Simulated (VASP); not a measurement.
# CuO (Cccm) in VASP: further runs

The runs below take CuO through density of states, with LDA, PBE.

Everything below comes from runs of VASP 6.6.1. Logs are shortened: lines on timing, memory, paths and dates and some standing lists are left out, and cuts for length are marked.

**1. The cell of the first run**

It takes space group Cccm (No. 66, orthorhombic). The conventional cell has a = 3.982 Å, b = 4.307 Å, c = 5.156 Å, α = 90.00°, β = 90.00°, γ = 90.00°. Cu (site symmetry 2/m) has 4 O at 1.95 Å within 2.6 Å. Within 2.6 Å of O (site symmetry 222) lie 4 Cu at 1.95 Å and 2 O at 2.58 Å.

**2. Density of states, LDA**

File POSCAR:

```
CuO
1.0
    1.9909680000     -2.1535500000      0.0000000000
    1.9909680000      2.1535500000      0.0000000000
    0.0000000000      0.0000000000      5.1559280000
Cu O
2 2
Direct
    0.5000000000      0.0000000000      0.0000000000
    0.0000000000      0.5000000000      0.5000000000
    0.5000000000      0.5000000000      0.2500000000
    0.5000000000      0.5000000000      0.7500000000
```

File INCAR.step1:

```
SYSTEM = CuO
PREC     = Accurate       ! precision mode
ENCUT    = 520            ! plane-wave cutoff, eV
EDIFF    = 1E-6           ! SCF threshold, eV
ISMEAR   = -1             ! smearing method
SIGMA    = 0.05           ! smearing width, eV
LREAL    = .False.        ! projectors in reciprocal space
LASPH    = .True.         ! aspherical terms in the spheres
NELM     = 100            ! most SCF steps
ALGO     = Normal         ! electronic algorithm
ISIF     = 2              ! what is computed and relaxed
LWAVE    = .False.        ! write WAVECAR
LCHARG   = .True.         ! write CHGCAR
LMAXMIX  = 4              ! l up to which the mixer works
GGA      = CA             ! functional
NBANDS   = 25             ! bands
```

File KPOINTS.step1:

```
regular mesh
0
Gamma
  5 5 3
  0 0 0
```

File INCAR.step2:

```
SYSTEM = CuO
PREC     = Accurate       ! precision mode
ENCUT    = 520            ! plane-wave cutoff, eV
EDIFF    = 1E-6           ! SCF threshold, eV
ISMEAR   = -5             ! smearing method
SIGMA    = 0.05           ! smearing width, eV
LREAL    = .False.        ! projectors in reciprocal space
LASPH    = .True.         ! aspherical terms in the spheres
NELM     = 100            ! most SCF steps
ALGO     = Normal         ! electronic algorithm
ISIF     = 2              ! what is computed and relaxed
LWAVE    = .False.        ! write WAVECAR
LCHARG   = .False.        ! write CHGCAR
LMAXMIX  = 4              ! l up to which the mixer works
GGA      = CA             ! functional
LORBIT   = 11             ! projections on sites
NEDOS    = 2001           ! points of the DOS
ICHARG   = 11             ! starting density
```

File KPOINTS.step2:

```
regular mesh
0
Gamma
  8 8 5
  0 0 0
```

Potentials or basis: VASP PAW LDA potentials, release 64 (Cu, O).

Started as:

```console
> cat potpaw_LDA.64/Cu/POTCAR potpaw_LDA.64/O/POTCAR > POTCAR
> cp INCAR.step1 INCAR
> cp KPOINTS.step1 KPOINTS
> mpirun -np 1 vasp_std > vasp.out
> cp INCAR.step2 INCAR
> cp KPOINTS.step2 KPOINTS
> mpirun -np 1 vasp_std > vasp.out
```

OUTCAR:

```text
SYSTEM = CuO
   PREC = Accurate
   ENCUT = 520
   EDIFF = 1E-6
   ISMEAR = -5
   LREAL = .False.
   LASPH = .True.
   NELM = 100
   ISIF = 2
   GGA = CA
   LORBIT = 11
   ICHARG = 11

 ion  position               nearest neighbor table
   1  0.500  0.000  0.000-   3 1.95   4 1.95   3 1.95   4 1.95
   2  0.000  0.500  0.500-   3 1.95   4 1.95   3 1.95   4 1.95
   3  0.500  0.500  0.250-   1 1.95   2 1.95   1 1.95   2 1.95
   4  0.500  0.500  0.750-   1 1.95   2 1.95   1 1.95   2 1.95

  LATTYP: Found a base centered orthorhombic cell.
 ALAT       =     3.9819360000
 B/A-ratio  =     1.0816597755
 C/A-ratio  =     1.2948294498

  Lattice vectors:

 A1 = (   1.9909680000,  -2.1535500000,   0.0000000000)
 A2 = (   1.9909680000,   2.1535500000,   0.0000000000)
 A3 = (   0.0000000000,   0.0000000000,   5.1559280000)

Analysis of symmetry for initial positions (statically):
=====================================================================
 Subroutine PRICEL returns:
 Original cell was already a primitive cell.

 Routine SETGRP: Setting up the symmetry group for a
 base centered orthorhombic supercell.

 Subroutine GETGRP returns: Found  8 space group operations
 (whereof  4 operations were pure point group operations)
 out of a pool of  8 trial point group operations.

The static configuration has the point symmetry C_2h.
 The point group associated with its full space group is D_2h.

Analysis of symmetry for dynamics (positions and initial velocities):
=====================================================================
 Subroutine PRICEL returns:
 Original cell was already a primitive cell.

 Routine SETGRP: Setting up the symmetry group for a
 base centered orthorhombic supercell.

 Subroutine GETGRP returns: Found  8 space group operations
 (whereof  4 operations were pure point group operations)
 out of a pool of  8 trial point group operations.

The dynamic configuration has the point symmetry C_2h.
 The point group associated with its full space group is D_2h.

 Subroutine INISYM returns: Found  8 space group operations
 (whereof  4 operations are pure point group operations),
 and found     1 'primitive' translations

----------------------------------------------------------------------------------------

                                     Primitive cell

  volume of cell :      44.2136

  direct lattice vectors                    reciprocal lattice vectors
     1.990968000 -2.153550000  0.000000000     0.251134122 -0.232174781  0.000000000
     1.990968000  2.153550000  0.000000000     0.251134122  0.232174781  0.000000000
     0.000000000  0.000000000  5.155928000     0.000000000  0.000000000  0.193951506

  length of vectors
     2.932870809  2.932870809  5.155928000     0.342013854  0.342013854  0.193951506

  position of ions in fractional coordinates (direct lattice)
     0.500000000  0.000000000  0.000000000
     0.000000000  0.500000000  0.500000000
     0.500000000  0.500000000  0.250000000
     0.500000000  0.500000000  0.750000000

  ion indices of the primitive-cell ions
   primitive index   ion index
                 1           1
                 2           2
                 3           3
                 4           4

----------------------------------------------------------------------------------------

 KPOINTS: regular mesh

Automatic generation of k-mesh.
 Grid dimensions read from file:
 generate k-points for:    8    8    5

 Generating k-lattice:

  Cartesian coordinates                     Fractional coordinates (reciprocal lattice)
     0.031391765 -0.029021848  0.000000000     0.125000000  0.000000000  0.000000000
     0.031391765  0.029021848  0.000000000     0.000000000  0.125000000  0.000000000
     0.000000000  0.000000000  0.038790301     0.000000000  0.000000000  0.200000000

  Length of vectors
     0.042751732  0.042751732  0.038790301

  Shift w.r.t. Gamma in fractional coordinates (k-lattice)
     0.000000000  0.000000000  0.000000000

 TETIRR: Found    484 inequivalent tetrahedra from     1920

 Subroutine IBZKPT returns following result:
 ===========================================

 Found     63 irreducible k-points:

 Following reciprocal coordinates:
            Coordinates               Weight
  0.000000  0.000000  0.000000      1.000000
  0.125000 -0.000000  0.000000      4.000000
  0.250000 -0.000000  0.000000      4.000000
  0.375000  0.000000  0.000000      4.000000
  0.500000 -0.000000  0.000000      2.000000
  0.125000  0.125000  0.000000      2.000000
[... 16 lines left out ...]
  0.125000 -0.000000  0.200000      8.000000
  0.250000 -0.000000  0.200000      8.000000
 [... further k-points ...]
   k-points           NKPTS =     63   k-points in BZ     NKDIM =     63   number of bands    NBANDS=     21
   number of dos      NEDOS =   2001   number of ions     NIONS =      4
   total plane-waves  NPLWV =  23040
   dimension x,y,z NGX =    24 NGY =   24 NGZ =   40
   dimension x,y,z NGXF=    48 NGYF=   48 NGZF=   80
   ions per type =               2   2
   NGX,Y,Z   is equivalent  to a cutoff of  13.60, 13.60, 12.90 a.u.
   NGXF,Y,Z  is equivalent  to a cutoff of  27.21, 27.21, 25.79 a.u.
 SYSTEM =  CuO
   PREC   = accura    normal or accurate (medium, high low for compatibility)
   ISTART =      0    job   : 0-new  1-cont  2-samecut
   ICHARG =     11    charge: 1-file 2-atom 10-const
   ISPIN  =      1    spin polarized calculation?
   LNONCOLLINEAR =      F non collinear calculations
   LSORBIT =      F    spin-orbit coupling
   LASPH  =      T    aspherical Exc in radial PAW
   ENCUT  =  520.0 eV  38.22 Ry    6.18 a.u.   5.45  5.45  9.59*2*pi/ulx,y,z
   NELM   =    100;   NELMIN=  2; NELMDL=  0     # of ELM steps
   EDIFF  = 0.1E-05   stopping-criterion for ELM
   LREAL  =      F    real-space projection
   EDIFFG = 0.1E-04   stopping-criterion for IOM
   NSW    =      0    number of steps for IOM
   IBRION =     -1    ionic relax: 0-MD 1-quasi-New 2-CG
   NFREE  =      0    steps in history (QN), initial steepest desc. (CG)
   ISIF   =      2    stress and relaxation
   ISYM   =      2    0-nonsym 1-usesym 2-fastsym
   POTIM  = 0.5000    time-step for ionic-motion
   TEBEG  =    0.0;   TEEND  =   0.0 temperature during run
   PSTRESS=    0.0 pullay stress
   NELECT =      34.0000    total number of electrons
   NUPDOWN=      -1.0000    fix difference up-down
   EMIN   =  10.00;   EMAX   =-10.00  energy-range for DOS
   EFERMI =   0.00;   METHOD = LEGACY
   ISMEAR =    -5;   SIGMA  =   0.05  broadening in eV -4-tet -1-fermi 0-gaus
   EFERMI_NEDOS =   21; number of points for ismear=-14 and -15
   IALGO  =     38    algorithm
   IMIX   =      4    mixing-type and parameters
     AMIX     =   0.40;   BMIX     =  1.00
     AMIX_MAG =   1.60;   BMIX_MAG =  1.00
  volume/ion in A,a.u.               =      11.05        74.59
  Fermi-wavevector in a.u.,A,eV,Ry     =   1.499854  2.834314 30.607167  2.249563
  Thomas-Fermi vector in A             =   2.611430
   LORBIT       =     11    0 simple, 1 ext, 2 COOP (PROOUT), +10 PAW based schemes
   GGA     = CA    functional components
   LHFCALC =     F    Hartree Fock is set to
   AEXX    =    0.0000 exact exchange contribution
   IVDW    =     0    specifies the selected vdW correction
   LEPSILON=     F    determine dielectric tensor
   LRPA    =     F    only Hartree local field effects (RPA)
 non-spin polarized calculation
 Fermi weights with tetrahedron method with Bloechl corrections
  energy-cutoff  :      520.00
  volume of cell :       44.21
 maximum number of plane-waves:      1209
 NGX is ok and might be reduce to    24

 number of electron      33.9999999 magnetization

 Free energy of the ion-electron system (eV)
  ---------------------------------------------------
  ext. energy  EPLUGINS =         0.00000000
  ---------------------------------------------------
  free energy    TOTEN  =       -23.21037718 eV

  energy without entropy =      -23.21037718  energy(sigma->0) =      -23.21037718

 E-fermi :   4.5393     XC(G=0): -11.8667

 val. band max:        4.5965490669   @ k =   0.5000  -0.0000   0.2000
 cond. band min:       4.4589966368   @ k =   0.1250   0.1250   0.4000
 fundamental gap:     -0.1375524301
 Fermi energy:         4.5393256354

 k-point     1 :       0.0000    0.0000    0.0000
  band No.  band energies     occupation
      1     -14.9224      2.00000
      2     -13.5568      2.00000
      3      -3.6074      2.00000
      4      -0.9592      2.00000
      5      -0.7986      2.00000
      6       0.8267      2.00000
[... 13 lines left out ...]
     20      10.6343      0.00000
     21      11.7818      0.00000

 k-point     2 :       0.1250   -0.0000    0.0000
  band No.  band energies     occupation
      1     -14.8374      2.00000
      2     -13.5312      2.00000
      3      -3.4637      2.00000
      4      -0.9910      2.00000
      5      -0.8025      2.00000
      6       0.0625      2.00000
[... 13 lines left out ...]
     20      11.1872      0.00000
     21      11.3602      0.00000

 k-point     3 :       0.2500   -0.0000    0.0000
  band No.  band energies     occupation
      1     -14.6223      2.00000
      2     -13.4680      2.00000
      3      -3.0948      2.00000
      4      -1.1805      2.00000
      5      -1.0780      2.00000
      6      -0.7339      2.00000
[... 13 lines left out ...]
     20      10.2497      0.00000
     21      12.4912      0.00000
[... 457 lines left out ...]
 k-point    23 :       0.1250   -0.0000    0.2000
  band No.  band energies     occupation
      1     -14.7329      2.00000
      2     -13.6822      2.00000
      3      -3.0955      2.00000
      4      -0.9943      2.00000
      5      -0.8202      2.00000
      6       0.0908      2.00000
[... 13 lines left out ...]
     20       9.9546      0.00000
     21      12.9787      0.00000

 k-point    24 :       0.2500   -0.0000    0.2000
  band No.  band energies     occupation
      1     -14.5301      2.00000
      2     -13.5959      2.00000
      3      -2.8012      2.00000
      4      -1.2216      2.00000
      5      -0.9936      2.00000
      6      -0.7796      2.00000
[... 13 lines left out ...]
     20       9.9512      0.00000
     21      13.2089      0.00000

 [... further k-points ...]

------------------------ aborting loop because EDIFF is reached ----------------------------------------

  FORCE on cell =-STRESS in cart. coord.  units (eV):
  Direction    XX          YY          ZZ          XY          YZ          ZX
  --------------------------------------------------------------------------------------
  -------------------------------------------------------------------------------------
  Total       -2.1384687     -2.6825618     -3.7061336      0.0000000      0.0000000      0.0000000
  in kB      -77.4920931    -97.2084985   -134.2998634      0.0000000      0.0000000      0.0000000
  external PRESSURE =    -103.0001517 kB  Pullay stress =       0.0000000 kB

 VOLUME and BASIS-vectors are now :
 -----------------------------------------------------------------------------
  energy-cutoff  :      520.00
  volume of cell :       44.21
      direct lattice vectors                 reciprocal lattice vectors
     1.990968000 -2.153550000  0.000000000     0.251134122 -0.232174781  0.000000000
     1.990968000  2.153550000  0.000000000     0.251134122  0.232174781  0.000000000
     0.000000000  0.000000000  5.155928000     0.000000000  0.000000000  0.193951506

 POSITION                                       TOTAL-FORCE (eV/Angst)
 -----------------------------------------------------------------------------------
      0.99548     -1.07678      0.00000         0.000000     -0.000000     -0.000000
      0.99548      1.07678      2.57796         0.000000     -0.000000     -0.000000
      1.99097      0.00000      1.28898         0.000000      0.000000     -0.000000
      1.99097      0.00000      3.86695         0.000000     -0.000000      0.000000
 -----------------------------------------------------------------------------------
    total drift:                                0.000000     -0.000000     -0.000000

  FREE ENERGIE OF THE ION-ELECTRON SYSTEM (eV)
  ---------------------------------------------------
  free  energy   TOTEN  =       -23.2103771841 eV

  energy  without entropy=      -23.2103771841  energy(sigma->0) =      -23.21037718

 total charge

# of ion       s       p       d       tot
------------------------------------------
    1        0.396   0.394   9.126   9.917
    2        0.396   0.394   9.126   9.917
    3        1.565   3.353   0.000   4.917
    4        1.565   3.353   0.000   4.917
--------------------------------------------------
tot          3.921   7.495  18.252  29.668
```

Wall time 28 s (1 thread of AMD EPYC 9R45 (Zen 5), shared host); peak memory 0.14 GiB.

Results:

* Valence electrons inside the program's atomic spheres: Cu 9.92; O 4.92

Levels at points of the mesh, in eV from the Fermi level:
| k point | band 15 | band 16 | band 17 | band 18 | band 19 | band 20 |
| --- | --- | --- | --- | --- | --- | --- |
| (0.00, 0.00, 0.00) | -2.29 | -1.88 | 0.59 | 0.78 | 1.45 | 6.09 |
| (0.50, 0.00, 0.00) | -1.55 | -1.47 | 0.21 | 0.47 | 3.62 | 5.90 |
| (0.50, 0.50, 0.00) | -1.64 | -1.19 | -1.13 | 1.12 | 2.15 | 7.19 |

Caveat: the k points lie up to 0.43 Å⁻¹ apart; semilocal functionals often make such compounds metallic where correlation or magnetic order opens a gap, which also shifts bond lengths; tetrahedron occupations give inexact forces and stress in metals.

**3. Density of states, PBE**

POSCAR is that of step 2.

File INCAR.step1:

```
SYSTEM = CuO
PREC = Accurate
ENCUT = 520
EDIFF = 1E-6
ISMEAR = -1
SIGMA = 0.05
LREAL = .FALSE.
LASPH = .TRUE.
NELM = 80
ALGO = Normal
ISIF = 2
LWAVE = .FALSE.
LCHARG = .TRUE.
LMAXMIX = 4
GGA = PE
NBANDS = 25
```

File KPOINTS.step1:

```
Automatic mesh
0
G
  5 5 3
  0 0 0
```

File INCAR.step2:

```
SYSTEM = CuO
PREC = Accurate
ENCUT = 520
EDIFF = 1E-6
ISMEAR = -5
SIGMA = 0.05
LREAL = .FALSE.
LASPH = .TRUE.
NELM = 80
ALGO = Normal
ISIF = 2
LWAVE = .FALSE.
LCHARG = .FALSE.
LMAXMIX = 4
GGA = PE
LORBIT = 10
NBANDS = 25
NEDOS = 1001
ICHARG = 11
```

File KPOINTS.step2:

```
Automatic mesh
0
G
  8 8 5
  0 0 0
```

Potentials or basis: VASP PAW PBE potentials, release 64 (Cu, O).

Started as:

```console
> cat potpaw_PBE.64/Cu/POTCAR potpaw_PBE.64/O/POTCAR > POTCAR
> cp INCAR.step1 INCAR
> cp KPOINTS.step1 KPOINTS
> mpirun -np 1 vasp_std > vasp.out
> cp INCAR.step2 INCAR
> cp KPOINTS.step2 KPOINTS
> mpirun -np 1 vasp_std > vasp.out
```

Wall time 35 s (1 thread of AMD EPYC 9R45 (Zen 5), shared host); peak memory 0.15 GiB.

It converged, with:

```
Valence electrons inside the program's atomic spheres : Cu 9.90; O 4.96
```

Levels at points of the mesh, in eV from the Fermi level:
```
           k point  band 14  band 15  band 16  band 17  band 18  band 19  band 20  band 21
(0.00, 0.00, 0.00)    -2.36    -2.30    -1.91     0.58     0.77     1.43     6.15     7.31
(0.50, 0.00, 0.00)    -1.87    -1.57    -1.50     0.21     0.46     3.73     5.94     6.44
(0.50, 0.50, 0.00)    -2.34    -1.62    -1.22    -1.16     1.12     2.23     7.26     9.19
```

Caveat: the k points lie up to 0.43 Å⁻¹ apart; semilocal functionals often make such compounds metallic where correlation or magnetic order opens a gap, which also shifts bond lengths; tetrahedron occupations give inexact forces and stress in metals.
